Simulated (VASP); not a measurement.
# InSb (F-43m) in VASP: single point with r2SCAN

Aim: the single point of InSb with r2SCAN.

Everything below comes from runs of VASP 6.6.1. Logs are shortened: lines on timing, memory, paths and dates and some standing lists are left out, and cuts for length are marked.

**Experimental background.**

From “Electronic Structure and Epitaxy of CdTe Shells on InSb Nanowires”, 2021, arxiv:2111.05126, for a bulk crystal of InSb: band gap 0.24 eV.

The results are compared with them further down.

## 1. The cell of the first run

The structure is cubic, space group F-43m (No. 216). Conventional cell: a = 6.584 Å, b = 6.584 Å, c = 6.584 Å, α = 90.00°, β = 90.00°, γ = 90.00°. Within 3.8 Å of Sb (site symmetry -43m) lie 4 In at 2.85 Å. In (site symmetry -43m) has 4 Sb at 2.85 Å within 3.8 Å.

## 2. Single point, r2SCAN

The input, POSCAR:

```
InSb
1.0
    0.0000000000      3.2918548600      3.2918548600
    3.2918548600      0.0000000000      3.2918548600
    3.2918548600      3.2918548600      0.0000000000
Sb In
1 1
Direct
    0.2500000000      0.2500000000      0.2500000000
    0.0000000000      0.0000000000      0.0000000000
```

The input, INCAR.step1:

```
  PREC = Accurate
  ENCUT = 520
  ISMEAR = -1
  SIGMA = 0.1
  LREAL = F
  LASPH = T
  NELM = 80
  NBANDS = 16
  GGA = PE
  ALGO = Normal
  EDIFF = 1E-4
  LWAVE = T
  LCHARG = F
```

The input, INCAR.step2:

```
  PREC = Accurate
  ENCUT = 520
  EDIFF = 1E-7
  ISMEAR = -1
  SIGMA = 0.1
  LREAL = F
  LASPH = T
  NELM = 80
  ALGO = Normal
  ISIF = 2
  LWAVE = F
  LCHARG = F
  METAGGA = R2SCAN
  LMIXTAU = T
  NBANDS = 16
  ISTART = 1
```

The input, KPOINTS:

```
regular mesh
0
Gamma
  9 9 9
```

Potentials or basis: VASP PAW PBE potentials, release 64 (Sb, In_d).

The run is started by

```console
cat potpaw_PBE.64/Sb/POTCAR potpaw_PBE.64/In_d/POTCAR > POTCAR
cp INCAR.step1 INCAR
mpirun -np 1 vasp_std > vasp.out
cp INCAR.step2 INCAR
mpirun -np 1 vasp_std > vasp.out
```

OUTCAR:

```text
PREC = Accurate
   ENCUT = 520
   EDIFF = 1E-7
   ISMEAR = -1
   LREAL = F
   LASPH = T
   NELM = 80
   ISIF = 2
   METAGGA = R2SCAN
   ISTART = 1

 ion  position               nearest neighbor table
   1  0.250  0.250  0.250-   2 2.85   2 2.85   2 2.85   2 2.85
   2  0.000  0.000  0.000-   1 2.85   1 2.85   1 2.85   1 2.85

  LATTYP: Found a face centered cubic cell.
 ALAT       =     6.5837097200

  Lattice vectors:

 A1 = (   0.0000000000,   3.2918548600,   3.2918548600)
 A2 = (   3.2918548600,   0.0000000000,   3.2918548600)
 A3 = (   3.2918548600,   3.2918548600,   0.0000000000)

Analysis of symmetry for initial positions (statically):
=====================================================================
 Subroutine PRICEL returns:
 Original cell was already a primitive cell.

 Routine SETGRP: Setting up the symmetry group for a
 face centered cubic supercell.

 Subroutine GETGRP returns: Found 24 space group operations
 (whereof 24 operations were pure point group operations)
 out of a pool of 48 trial point group operations.

The static configuration has the point symmetry T_d .

Analysis of symmetry for dynamics (positions and initial velocities):
=====================================================================
 Subroutine PRICEL returns:
 Original cell was already a primitive cell.

 Routine SETGRP: Setting up the symmetry group for a
 face centered cubic supercell.

 Subroutine GETGRP returns: Found 24 space group operations
 (whereof 24 operations were pure point group operations)
 out of a pool of 48 trial point group operations.

The dynamic configuration has the point symmetry T_d .

 Subroutine INISYM returns: Found 24 space group operations
 (whereof 24 operations are pure point group operations),
 and found     1 'primitive' translations

----------------------------------------------------------------------------------------

                                     Primitive cell

  volume of cell :      71.3431

  direct lattice vectors                    reciprocal lattice vectors
     0.000000000  3.291854860  3.291854860    -0.151890050  0.151890050  0.151890050
     3.291854860  0.000000000  3.291854860     0.151890050 -0.151890050  0.151890050
     3.291854860  3.291854860  0.000000000     0.151890050  0.151890050 -0.151890050

  length of vectors
     4.655385788  4.655385788  4.655385788     0.263081284  0.263081284  0.263081284

  position of ions in fractional coordinates (direct lattice)
     0.250000000  0.250000000  0.250000000
     0.000000000  0.000000000  0.000000000

  ion indices of the primitive-cell ions
   primitive index   ion index
                 1           1
                 2           2

----------------------------------------------------------------------------------------

 KPOINTS: regular mesh

Automatic generation of k-mesh.
 Grid dimensions read from file:
 generate k-points for:    9    9    9

 Generating k-lattice:

  Cartesian coordinates                     Fractional coordinates (reciprocal lattice)
    -0.016876672  0.016876672  0.016876672     0.111111111  0.000000000  0.000000000
     0.016876672 -0.016876672  0.016876672     0.000000000  0.111111111  0.000000000
     0.016876672  0.016876672 -0.016876672     0.000000000  0.000000000  0.111111111

  Length of vectors
     0.029231254  0.029231254  0.029231254

  Shift w.r.t. Gamma in fractional coordinates (k-lattice)
     0.000000000  0.000000000  0.000000000

 Subroutine IBZKPT returns following result:
 ===========================================

 Found     35 irreducible k-points:

 Following reciprocal coordinates:
            Coordinates               Weight
  0.000000  0.000000  0.000000      1.000000
  0.111111  0.000000  0.000000      8.000000
  0.222222  0.000000  0.000000      8.000000
  0.333333  0.000000  0.000000      8.000000
  0.444444  0.000000  0.000000      8.000000
  0.111111  0.111111  0.000000      6.000000
[... 16 lines left out ...]
 -0.333333  0.333333  0.000000     12.000000
  0.444444  0.444444  0.000000      6.000000
 [... further k-points ...]
   k-points           NKPTS =     35   k-points in BZ     NKDIM =     35   number of bands    NBANDS=     16
   number of dos      NEDOS =    301   number of ions     NIONS =      2
   total plane-waves  NPLWV =  46656
   dimension x,y,z NGX =    36 NGY =   36 NGZ =   36
   dimension x,y,z NGXF=    72 NGYF=   72 NGZF=   72
   ions per type =               1   1
   NGX,Y,Z   is equivalent  to a cutoff of  12.86, 12.86, 12.86 a.u.
   NGXF,Y,Z  is equivalent  to a cutoff of  25.71, 25.71, 25.71 a.u.
 SYSTEM =  unknown system
   PREC   = accura    normal or accurate (medium, high low for compatibility)
   ISTART =      1    job   : 0-new  1-cont  2-samecut
   ICHARG =      0    charge: 1-file 2-atom 10-const
   ISPIN  =      1    spin polarized calculation?
   LNONCOLLINEAR =      F non collinear calculations
   LSORBIT =      F    spin-orbit coupling
   LASPH  =      T    aspherical Exc in radial PAW
   ENCUT  =  520.0 eV  38.22 Ry    6.18 a.u.   8.66  8.66  8.66*2*pi/ulx,y,z
   NELM   =     80;   NELMIN=  2; NELMDL=  0     # of ELM steps
   EDIFF  = 0.1E-06   stopping-criterion for ELM
   LREAL  =      F    real-space projection
   EDIFFG = 0.1E-05   stopping-criterion for IOM
   NSW    =      0    number of steps for IOM
   IBRION =     -1    ionic relax: 0-MD 1-quasi-New 2-CG
   NFREE  =      0    steps in history (QN), initial steepest desc. (CG)
   ISIF   =      2    stress and relaxation
   ISYM   =      2    0-nonsym 1-usesym 2-fastsym
   POTIM  = 0.5000    time-step for ionic-motion
   TEBEG  =    0.0;   TEEND  =   0.0 temperature during run
   PSTRESS=    0.0 pullay stress
   NELECT =      18.0000    total number of electrons
   NUPDOWN=      -1.0000    fix difference up-down
   EMIN   =  10.00;   EMAX   =-10.00  energy-range for DOS
   EFERMI =   0.00;   METHOD = LEGACY
   ISMEAR =    -1;   SIGMA  =   0.10  broadening in eV -4-tet -1-fermi 0-gaus
   EFERMI_NEDOS =   21; number of points for ismear=-14 and -15
   IALGO  =     38    algorithm
   IMIX   =      4    mixing-type and parameters
     AMIX     =   0.40;   BMIX     =  1.00
     AMIX_MAG =   1.60;   BMIX_MAG =  1.00
  volume/ion in A,a.u.               =      35.67       240.72
  Fermi-wavevector in a.u.,A,eV,Ry     =   1.034463  1.954852 14.559783  1.070114
  Thomas-Fermi vector in A             =   2.168759
   LORBIT       =      0    0 simple, 1 ext, 2 COOP (PROOUT), +10 PAW based schemes
   METAGGA = R2SCAN    functional components
   LHFCALC =     F    Hartree Fock is set to
   AEXX    =    0.0000 exact exchange contribution
   IVDW    =     0    specifies the selected vdW correction
   LEPSILON=     F    determine dielectric tensor
   LRPA    =     F    only Hartree local field effects (RPA)
 non-spin polarized calculation
  energy-cutoff  :      520.00
  volume of cell :       71.34
 maximum number of plane-waves:      1948
   NGX = 17   NGY = 17   NGZ = 17

 number of electron      18.0000003 magnetization

 Free energy of the ion-electron system (eV)
  ---------------------------------------------------
  ext. energy  EPLUGINS =         0.00000000
  ---------------------------------------------------
  free energy    TOTEN  =       -48.76622645 eV

  energy without entropy =      -48.76487482  energy(sigma->0) =      -48.76555063

 E-fermi :   4.6314     XC(G=0):  -9.0281

 val. band max:        4.4214563977   @ k =   0.0000   0.0000   0.0000
 cond. band min:       5.1814513931   @ k =   0.4444   0.0000   0.0000
 fundamental gap:      0.7599949955
 Fermi energy:         4.6314206553

 k-point     1 :       0.0000    0.0000    0.0000
  band No.  band energies     occupation
      1     -10.5784      2.00000
      2     -10.5784      2.00000
      3     -10.5784      2.00000
      4     -10.4905      2.00000
      5     -10.4905      2.00000
      6      -6.3926      2.00000
[... 8 lines left out ...]
     15      13.0298      0.00000
     16      13.0298      0.00000

 k-point     2 :       0.1111    0.0000    0.0000
  band No.  band energies     occupation
      1     -10.5834      2.00000
      2     -10.5760      2.00000
      3     -10.5760      2.00000
      4     -10.4907      2.00000
      5     -10.4907      2.00000
      6      -6.2819      2.00000
[... 8 lines left out ...]
     15      12.3785      0.00000
     16      12.3785      0.00000

 k-point     3 :       0.2222    0.0000    0.0000
  band No.  band energies     occupation
      1     -10.5959      2.00000
      2     -10.5703      2.00000
      3     -10.5703      2.00000
      4     -10.4907      2.00000
      5     -10.4907      2.00000
      6      -5.9671      2.00000
[... 8 lines left out ...]
     15      12.0525      0.00000
     16      12.0525      0.00000

 k-point     4 :       0.3333    0.0000    0.0000
  band No.  band energies     occupation
      1     -10.6099      2.00000
      2     -10.5644      2.00000
      3     -10.5644      2.00000
      4     -10.4901      2.00000
      5     -10.4901      2.00000
      6      -5.5182      2.00000
[... 8 lines left out ...]
     15      12.5410      0.00000
     16      12.5410      0.00000
[... 324 lines left out ...]
 k-point    22 :      -0.4444    0.3333    0.0000
  band No.  band energies     occupation
      1     -10.6407      2.00000
      2     -10.5463      2.00000
      3     -10.5436      2.00000
      4     -10.5012      2.00000
      5     -10.4854      2.00000
      6      -4.5720      2.00000
[... 8 lines left out ...]
     15      13.7413      0.00000
     16      15.5812      0.00000

 k-point    23 :      -0.3333    0.3333    0.0000
  band No.  band energies     occupation
      1     -10.6346      2.00000
      2     -10.5505      2.00000
      3     -10.5476      2.00000
      4     -10.4966      2.00000
      5     -10.4885      2.00000
      6      -4.6336      2.00000
[... 8 lines left out ...]
     15      12.5859      0.00000
     16      15.8669      0.00000

 k-point    24 :       0.4444    0.4444    0.0000
  band No.  band energies     occupation
      1     -10.6487      2.00000
      2     -10.5393      2.00000
      3     -10.5393      2.00000
      4     -10.5067      2.00000
      5     -10.4821      2.00000
      6      -4.5848      2.00000
[... 8 lines left out ...]
     15      14.8860      0.00000
     16      15.4700      0.00000

 [... further k-points ...]

------------------------ aborting loop because EDIFF is reached ----------------------------------------

  FORCE on cell =-STRESS in cart. coord.  units (eV):
  Direction    XX          YY          ZZ          XY          YZ          ZX
  --------------------------------------------------------------------------------------
  -------------------------------------------------------------------------------------
  Total       -0.2296762     -0.2296762     -0.2296762      0.0000000      0.0000000     -0.0000000
  in kB       -5.1579199     -5.1579199     -5.1579199      0.0000000      0.0000000     -0.0000000
  external PRESSURE =      -5.1579199 kB  Pullay stress =       0.0000000 kB

 VOLUME and BASIS-vectors are now :
 -----------------------------------------------------------------------------
  energy-cutoff  :      520.00
  volume of cell :       71.34
      direct lattice vectors                 reciprocal lattice vectors
     0.000000000  3.291854860  3.291854860    -0.151890050  0.151890050  0.151890050
     3.291854860  0.000000000  3.291854860     0.151890050 -0.151890050  0.151890050
     3.291854860  3.291854860  0.000000000     0.151890050  0.151890050 -0.151890050

 POSITION                                       TOTAL-FORCE (eV/Angst)
 -----------------------------------------------------------------------------------
      1.64593      1.64593      1.64593        -0.000000     -0.000000     -0.000000
      0.00000      0.00000      0.00000         0.000000      0.000000      0.000000
 -----------------------------------------------------------------------------------
    total drift:                               -0.000001     -0.000001     -0.000001

  FREE ENERGIE OF THE ION-ELECTRON SYSTEM (eV)
  ---------------------------------------------------
  free  energy   TOTEN  =       -48.7662264453 eV

  energy  without entropy=      -48.7648748220  energy(sigma->0) =      -48.76555063
```

It took 2.3 min on 1 thread of Intel Xeon Platinum 8488C (Sapphire Rapids), shared host; peak memory 0.23 GiB.

Results:

```yaml
Free_energy: -48.7662 eV
Pressure: -0.5 GPa
Band_gap_on_the_k_mesh: zero (filled and empty bands touch)
```

Caveat: the PAW data sets were made with another functional, which shifts forces and pressure a little; spin-orbit coupling is left out, which moves the levels of the heavy elements.

## 3. Against experiment

Step 2. A measured gap of InSb is 0.24 eV (quoted in “Electronic Structure and Epitaxy of CdTe Shells on InSb Nanowires”, 2021, arxiv:2111.05126); the calculated 0.00 eV misses it by -0.24 eV. Spin-orbit coupling on In, Sb is left out. The value is that of r2SCAN on a finite k mesh, which can miss the band edges, without temperature or zero-point motion.
